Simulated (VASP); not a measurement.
# AlN in VASP: notebook, part 2 of 3

VASP 6.6.1. The steps go on from the part before.

**4. Electric field gradients, PBE (equal xx and yy strain of -1 %)**

Input file INCAR:

```
SYSTEM = AlN
ALGO = Normal
EDIFF = 1E-8
ENCUT = 520
GGA = PE
ISIF = 2
ISMEAR = -1
LASPH = .True.
LCHARG = .False.
LEFG = .True.
LREAL = .False.
LWAVE = .False.
NBANDS = 11
NELM = 60
PREC = Accurate
SIGMA = 0.02
```

Input file KPOINTS:

```
k-points
0
Gamma
  10 10 10
  0 0 0
```

Input file POSCAR:

```
AlN
1.0
    0.0000000000      1.9582200000      1.9780000000
    1.9582200000      0.0000000000      1.9780000000
    1.9582200000      1.9582200000      0.0000000000
Al N
1 1
Direct
    0.0000000000      0.0000000000      0.0000000000
    0.5000000000      0.5000000000      0.5000000000
```

Potentials or basis: VASP PAW PBE potentials, release 64 (Al, N).

Started as:

```
> cat potpaw_PBE.64/Al/POTCAR potpaw_PBE.64/N/POTCAR > POTCAR
> mpirun -np 1 vasp_std > vasp.out
```

OUTCAR:

```text
SYSTEM = AlN
   EDIFF = 1E-8
   ENCUT = 520
   GGA = PE
   ISIF = 2
   ISMEAR = -1
   LASPH = .True.
   LREAL = .False.
   NELM = 60
   PREC = Accurate

 ion  position               nearest neighbor table
   1  0.000  0.000  0.000-   2 1.96   2 1.96   2 1.96   2 1.96   2 1.98   2 1.98
   2  0.500  0.500  0.500-   1 1.96   1 1.96   1 1.96   1 1.96   1 1.98   1 1.98

  LATTYP: Found a body centered tetragonal cell.
 ALAT       =     2.7693412821
 C/A-ratio  =     1.4284985479

  Lattice vectors:

 A1 = (  -1.9582200000,   0.0000000000,   1.9780000000)
 A2 = (   1.9582200000,   0.0000000000,   1.9780000000)
 A3 = (   0.0000000000,   1.9582200000,  -1.9780000000)

Analysis of symmetry for initial positions (statically):
=====================================================================
 Subroutine PRICEL returns:
 Original cell was already a primitive cell.

 Routine SETGRP: Setting up the symmetry group for a
 body centered tetragonal supercell.

 Subroutine GETGRP returns: Found 16 space group operations
 (whereof 16 operations were pure point group operations)
 out of a pool of 16 trial point group operations.

The static configuration has the point symmetry D_4h.

Analysis of symmetry for dynamics (positions and initial velocities):
=====================================================================
 Subroutine PRICEL returns:
 Original cell was already a primitive cell.

 Routine SETGRP: Setting up the symmetry group for a
 body centered tetragonal supercell.

 Subroutine GETGRP returns: Found 16 space group operations
 (whereof 16 operations were pure point group operations)
 out of a pool of 16 trial point group operations.

The dynamic configuration has the point symmetry D_4h.

 Subroutine INISYM returns: Found 16 space group operations
 (whereof 16 operations are pure point group operations),
 and found     1 'primitive' translations

----------------------------------------------------------------------------------------

                                     Primitive cell

  volume of cell :      15.1698

  direct lattice vectors                    reciprocal lattice vectors
     0.000000000  1.958220000  1.978000000    -0.255333926  0.255333926  0.252780586
     1.958220000  0.000000000  1.978000000     0.255333926 -0.255333926  0.252780586
     1.958220000  1.958220000  0.000000000     0.255333926  0.255333926 -0.252780586

  length of vectors
     2.783362996  2.783362996  2.769341282     0.440782091  0.440782091  0.440782091

  position of ions in fractional coordinates (direct lattice)
     0.000000000  0.000000000  0.000000000
     0.500000000  0.500000000  0.500000000

  ion indices of the primitive-cell ions
   primitive index   ion index
                 1           1
                 2           2

----------------------------------------------------------------------------------------

 KPOINTS: k-points

Automatic generation of k-mesh.
[... 76 lines left out ...]
   PSTRESS=    0.0 pullay stress
   NELECT =       8.0000    total number of electrons
   NUPDOWN=      -1.0000    fix difference up-down
   EMIN   =  10.00;   EMAX   =-10.00  energy-range for DOS
   EFERMI =   0.00;   METHOD = LEGACY
   ISMEAR =    -1;   SIGMA  =   0.02  broadening in eV -4-tet -1-fermi 0-gaus
   EFERMI_NEDOS =   21; number of points for ismear=-14 and -15
   IALGO  =     38    algorithm
   IMIX   =      4    mixing-type and parameters
     AMIX     =   0.40;   BMIX     =  1.00
     AMIX_MAG =   1.60;   BMIX_MAG =  1.00
  volume/ion in A,a.u.               =       7.58        51.19
  Fermi-wavevector in a.u.,A,eV,Ry     =   1.322650  2.499447 23.802089  1.749404
  Thomas-Fermi vector in A             =   2.452316
   LORBIT       =      0    0 simple, 1 ext, 2 COOP (PROOUT), +10 PAW based schemes
   GGA     = PE    functional components
   LHFCALC =     F    Hartree Fock is set to
   AEXX    =    0.0000 exact exchange contribution
   IVDW    =     0    specifies the selected vdW correction
   LEPSILON=     F    determine dielectric tensor
   LRPA    =     F    only Hartree local field effects (RPA)
 non-spin polarized calculation
  energy-cutoff  :      520.00
  volume of cell :       15.17
 maximum number of plane-waves:       423
 NGX is ok and might be reduce to    24
   NGX = 11   NGY = 11   NGZ = 11

 number of electron       8.0000000 magnetization

 Free energy of the ion-electron system (eV)
  ---------------------------------------------------
  ext. energy  EPLUGINS =         0.00000000
  ---------------------------------------------------
  free energy    TOTEN  =       -14.38759283 eV

  energy without entropy =      -14.38759283  energy(sigma->0) =      -14.38759283

 E-fermi :  11.6583     XC(G=0): -12.6919

 val. band max:       11.1591047433   @ k =   0.0000   0.0000   0.0000
 cond. band min:      16.2257555407   @ k =   0.5000   0.0000   0.5000
 fundamental gap:      5.0666507974
 Fermi energy:        11.6583498102

 k-point     1 :       0.0000    0.0000    0.0000
  band No.  band energies     occupation
      1      -7.2426      2.00000
      2      11.0903      2.00000
      3      11.0903      2.00000
      4      11.1591      2.00000
      5      18.0796      0.00000
      6      23.4595      0.00000
      7      23.6021      0.00000
      8      23.6021      0.00000
      9      28.9333      0.00000
     10      29.3691      0.00000
     11      29.7171      0.00000
[... 309 lines left out ...]
 k-point    24 :       0.4000    0.3000    0.0000
  band No.  band energies     occupation
      1      -3.9808      2.00000
      2       4.8982      2.00000
      3       8.0950      2.00000
      4       8.6792      2.00000
      5      17.6396      0.00000
      6      18.6340      0.00000
      7      24.2734      0.00000
      8      27.8974      0.00000
      9      28.7515      0.00000
     10      33.9778      0.00000
     11      37.1989      0.00000

 [... further k-points ...]
[... 5 lines left out ...]
  --------------------------------------------------------------------------------------
  -------------------------------------------------------------------------------------
  Total        3.2274916      3.2274916      2.7928437      0.0000000     -0.0000000      0.0000000
  in kB      340.8760222    340.8760222    294.9700837      0.0000000     -0.0000000      0.0000000
  external PRESSURE =     325.5740427 kB  Pullay stress =       0.0000000 kB

 VOLUME and BASIS-vectors are now :
 -----------------------------------------------------------------------------
  energy-cutoff  :      520.00
  volume of cell :       15.17
      direct lattice vectors                 reciprocal lattice vectors
     0.000000000  1.958220000  1.978000000    -0.255333926  0.255333926  0.252780586
     1.958220000  0.000000000  1.978000000     0.255333926 -0.255333926  0.252780586
     1.958220000  1.958220000  0.000000000     0.255333926  0.255333926 -0.252780586

 POSITION                                       TOTAL-FORCE (eV/Angst)
 -----------------------------------------------------------------------------------
      0.00000      0.00000      0.00000        -0.000000      0.000000      0.000000
      1.95822      1.95822      1.97800         0.000000     -0.000000     -0.000000
 -----------------------------------------------------------------------------------
    total drift:                               -0.000000     -0.000000      0.000000

  FREE ENERGIE OF THE ION-ELECTRON SYSTEM (eV)
  ---------------------------------------------------
  free  energy   TOTEN  =       -14.3875928264 eV

  energy  without entropy=      -14.3875928264  energy(sigma->0) =      -14.38759283

 Electric field gradients (V/A^2)
---------------------------------------------------------------------
 ion       V_xx      V_yy      V_zz      V_xy      V_xz      V_yz
---------------------------------------------------------------------
   1      -2.102    -2.102     4.203     0.000     0.000     0.000
   2      -0.731    -0.731     1.462     0.000     0.000     0.000
---------------------------------------------------------------------

 Electric field gradients after diagonalization (V/A^2)
 (convention: |V_zz| > |V_xx| > |V_yy|)
----------------------------------------------------------------------
 ion       V_xx      V_yy      V_zz     asymmetry (V_yy - V_xx)/ V_zz
----------------------------------------------------------------------
   1      -2.102    -2.102     4.203       0.000
   2      -0.731    -0.730     1.462       0.001
----------------------------------------------------------------------

           NMR quadrupolar parameters

 Cq : quadrupolar parameter    Cq=e*Q*V_zz/h
 eta: asymmetry parameters     (V_yy - V_xx)/ V_zz
 Q  : nuclear electric quadrupole moment in mb (millibarn)
----------------------------------------------------------------------
 ion       Cq(MHz)       eta       Q (mb)
----------------------------------------------------------------------
   1       0.010       0.000       1.000
   2       0.004       0.001       1.000
----------------------------------------------------------------------
```

OSZICAR:

```text
N       E                     dE             d eps       ncg     rms          rms(c)
DAV:   1     0.103894856501E+02    0.10389E+02   -0.41344E+03  2292   0.631E+02
DAV:   2    -0.155199629644E+02   -0.25909E+02   -0.24861E+02  2708   0.142E+02
DAV:   3    -0.162194961183E+02   -0.69953E+00   -0.69804E+00  2719   0.208E+01
DAV:   4    -0.162222148645E+02   -0.27187E-02   -0.27185E-02  2520   0.141E+00
DAV:   5    -0.162222372814E+02   -0.22417E-04   -0.22417E-04  2691   0.120E-01    0.798E+00
DAV:   6    -0.144192688523E+02    0.18030E+01   -0.71080E+00  2463   0.147E+01    0.292E+00
DAV:   7    -0.143927929991E+02    0.26476E-01   -0.23974E-01  2546   0.342E+00    0.189E+00
DAV:   8    -0.143878889123E+02    0.49041E-02   -0.14631E-02  2394   0.105E+00    0.362E-01
DAV:   9    -0.143875480992E+02    0.34081E-03   -0.13434E-03  2565   0.230E-01    0.165E-01
DAV:  10    -0.143875999929E+02   -0.51894E-04   -0.13725E-04  2519   0.844E-02    0.534E-02
DAV:  11    -0.143875930963E+02    0.68966E-05   -0.23182E-05  2640   0.279E-02    0.776E-03
DAV:  12    -0.143875928854E+02    0.21094E-06   -0.72441E-07  2490   0.720E-03    0.121E-03
DAV:  13    -0.143875928339E+02    0.51438E-07   -0.17578E-08  2552   0.863E-04    0.295E-04
DAV:  14    -0.143875928264E+02    0.75183E-08   -0.65469E-10  1347   0.218E-04
   1 F= -.14387593E+02 E0= -.14387593E+02  d E =-.161042E-13
```

stdout:

```text
POSCAR found type information on POSCAR AlN
 POSCAR found :  2 types and       2 ions
 scaLAPACK will be used
 LDA part: xc-table for (Slater+PW92), standard interpolation
 POSCAR, INCAR and KPOINTS ok, starting setup
 FFT: planning ... GRIDC
 FFT: planning ... GRID_SOFT
 FFT: planning ... GRID
 WAVECAR not read
 entering main loop
ion   1

ion   2
```

Run time: 18 s. Hardware: 1 thread of AMD EPYC 7R13 (Zen 3), shared host; peak memory 0.11 GiB.

Results:

```
Free energy            : -14.3876 eV
Pressure               : 32.6 GPa
Band gap on the k mesh : 5.07 eV, indirect (least direct gap 6.92 eV)
```

Stress tensor (GPa, compression positive):
```
34.09  0.00  0.00
 0.00 34.09  0.00
 0.00  0.00 29.50
```

Electric field gradients, principal values (V/Å²):
| atom | least | middle | greatest (by size) |
| --- | --- | --- | --- |
| 1 Al | -2.102 | -2.102 | 4.203 |
| 2 N | -0.730 | -0.731 | 1.462 |

Caveat: the cell differs from its parent crystal (equal xx and yy strain of -1 %); without QUAD_EFG the Cq values of the log hold for a quadrupole moment of 1 mb, not for the nuclei.

**5. Electric field gradients, PBE (equal xx and yy strain of -1 %)**

Input file INCAR:

```
  ALGO = Normal
  EDIFF = 1E-8
  ENCUT = 520
  GGA = PE
  ISIF = 2
  ISMEAR = -1
  LASPH = True
  LCHARG = False
  LEFG = True
  LREAL = False
  LWAVE = False
  NBANDS = 11
  NELM = 60
  PREC = Accurate
  SIGMA = 0.02
```

Input file KPOINTS:

```
k-points
0
Gamma
  10 10 10
```

POSCAR is that of step 4.

Potentials or basis: VASP PAW PBE potentials, release 64 (Al, N).

Started as:

```
> cat potpaw_PBE.64/Al/POTCAR potpaw_PBE.64/N/POTCAR > POTCAR
> mpirun -np 1 vasp_std > vasp.out
```

OUTCAR:

```text
EDIFF = 1E-8
   ENCUT = 520
   GGA = PE
   ISIF = 2
   ISMEAR = -1
   LASPH = True
   LREAL = False
   NELM = 60
   PREC = Accurate

 ion  position               nearest neighbor table
   1  0.000  0.000  0.000-   2 1.96   2 1.96   2 1.96   2 1.96   2 1.98   2 1.98
   2  0.500  0.500  0.500-   1 1.96   1 1.96   1 1.96   1 1.96   1 1.98   1 1.98

  LATTYP: Found a body centered tetragonal cell.
 ALAT       =     2.7693412821
 C/A-ratio  =     1.4284985479

  Lattice vectors:

 A1 = (  -1.9582200000,   0.0000000000,   1.9780000000)
 A2 = (   1.9582200000,   0.0000000000,   1.9780000000)
 A3 = (   0.0000000000,   1.9582200000,  -1.9780000000)

Analysis of symmetry for initial positions (statically):
=====================================================================
 Subroutine PRICEL returns:
 Original cell was already a primitive cell.

 Routine SETGRP: Setting up the symmetry group for a
[... 525 lines left out ...]
  energy-cutoff  :      520.00
  volume of cell :       15.17
      direct lattice vectors                 reciprocal lattice vectors
     0.000000000  1.958220000  1.978000000    -0.255333926  0.255333926  0.252780586
     1.958220000  0.000000000  1.978000000     0.255333926 -0.255333926  0.252780586
     1.958220000  1.958220000  0.000000000     0.255333926  0.255333926 -0.252780586

 POSITION                                       TOTAL-FORCE (eV/Angst)
 -----------------------------------------------------------------------------------
      0.00000      0.00000      0.00000        -0.000000      0.000000      0.000000
      1.95822      1.95822      1.97800         0.000000     -0.000000     -0.000000
 -----------------------------------------------------------------------------------
    total drift:                               -0.000000     -0.000000      0.000000

  FREE ENERGIE OF THE ION-ELECTRON SYSTEM (eV)
  ---------------------------------------------------
  free  energy   TOTEN  =       -14.3875928264 eV

  energy  without entropy=      -14.3875928264  energy(sigma->0) =      -14.38759283

 Electric field gradients (V/A^2)
---------------------------------------------------------------------
 ion       V_xx      V_yy      V_zz      V_xy      V_xz      V_yz
---------------------------------------------------------------------
   1      -2.102    -2.102     4.203     0.000     0.000     0.000
   2      -0.731    -0.731     1.462     0.000     0.000     0.000
---------------------------------------------------------------------

 Electric field gradients after diagonalization (V/A^2)
 (convention: |V_zz| > |V_xx| > |V_yy|)
----------------------------------------------------------------------
 ion       V_xx      V_yy      V_zz     asymmetry (V_yy - V_xx)/ V_zz
----------------------------------------------------------------------
   1      -2.102    -2.102     4.203       0.000
   2      -0.731    -0.730     1.462       0.001
----------------------------------------------------------------------

           NMR quadrupolar parameters

 Cq : quadrupolar parameter    Cq=e*Q*V_zz/h
 eta: asymmetry parameters     (V_yy - V_xx)/ V_zz
 Q  : nuclear electric quadrupole moment in mb (millibarn)
----------------------------------------------------------------------
 ion       Cq(MHz)       eta       Q (mb)
----------------------------------------------------------------------
   1       0.010       0.000       1.000
   2       0.004       0.001       1.000
----------------------------------------------------------------------
```

stdout:

```text
POSCAR found type information on POSCAR AlN
 POSCAR found :  2 types and       2 ions
 scaLAPACK will be used
 LDA part: xc-table for (Slater+PW92), standard interpolation
 POSCAR, INCAR and KPOINTS ok, starting setup
 FFT: planning ... GRIDC
 FFT: planning ... GRID_SOFT
 FFT: planning ... GRID
 WAVECAR not read
 entering main loop
ion   1

ion   2
```

Wall time 17 s (1 thread of AMD EPYC 7R13 (Zen 3), shared host); peak memory 0.11 GiB.

Results:

```
Free energy            : -14.3876 eV
Pressure               : 32.6 GPa
Band gap on the k mesh : 5.07 eV, indirect (least direct gap 6.92 eV)
```

Stress tensor (GPa, compression positive):
```
34.09  0.00  0.00
 0.00 34.09  0.00
 0.00  0.00 29.50
```

Electric field gradients, principal values (V/Å²):
```csv
atom,least,middle,greatest (by size)
1 Al,-2.102,-2.102,4.203
2 N,-0.730,-0.731,1.462
```

Caveat: the cell differs from its parent crystal (equal xx and yy strain of -1 %); without QUAD_EFG the Cq values of the log hold for a quadrupole moment of 1 mb, not for the nuclei. A k mesh can miss the band edges.

[end of part 2 of 3]
